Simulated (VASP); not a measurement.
MgO, 4 atoms in the cell. It takes space group P6_3/mmc (No. 194, hexagonal). Conventional cell: a = 3.427 Å, b = 3.427 Å, c = 4.107 Å, α = 90.00°, β = 90.00°, γ = 120.00°. Within 2.6 Å of Mg (site symmetry -6m2) lie 5 O at 1.98 to 2.05 Å. Within 2.6 Å of O (site symmetry -6m2) lie 5 Mg at 1.98 to 2.05 Å. 

- Program: VASP 6.6.1
- Task: single point
- Functional: r2SCAN
- Potentials or basis: VASP PAW PBE potentials, release 64 (Mg_sv, O)
- Cutoff: 660 eV
- k mesh: 6 × 6 × 6
- Occupations: gaussian, width 0.01 eV
- Spin: no spin polarisation
- Dipole correction: no
- Second run: valence_matched
- Further INCAR settings: ALGO = Normal; EDIFF = 1e-06; NBANDS = 24

Potentials or basis: VASP PAW PBE potentials, release 64 (Mg_sv, O).

Run with:

```bash
$ cat potpaw_PBE.64/Mg_sv/POTCAR potpaw_PBE.64/O/POTCAR > POTCAR
$ cp INCAR.step1 INCAR
$ mpirun -np 1 vasp_std > vasp.out
$ cp INCAR.step2 INCAR
$ mpirun -np 1 vasp_std > vasp.out
```

Hardware: 1 thread of AMD EPYC 9R45 96-Core Processor (Zen 5) (shared host).

Task: Estimate the wall time of this run.

Result: It took 97 s on 1 thread of AMD EPYC 9R45 96-Core Processor (Zen 5) (shared host), peak memory 0.16 GiB. Counts: k points 28.
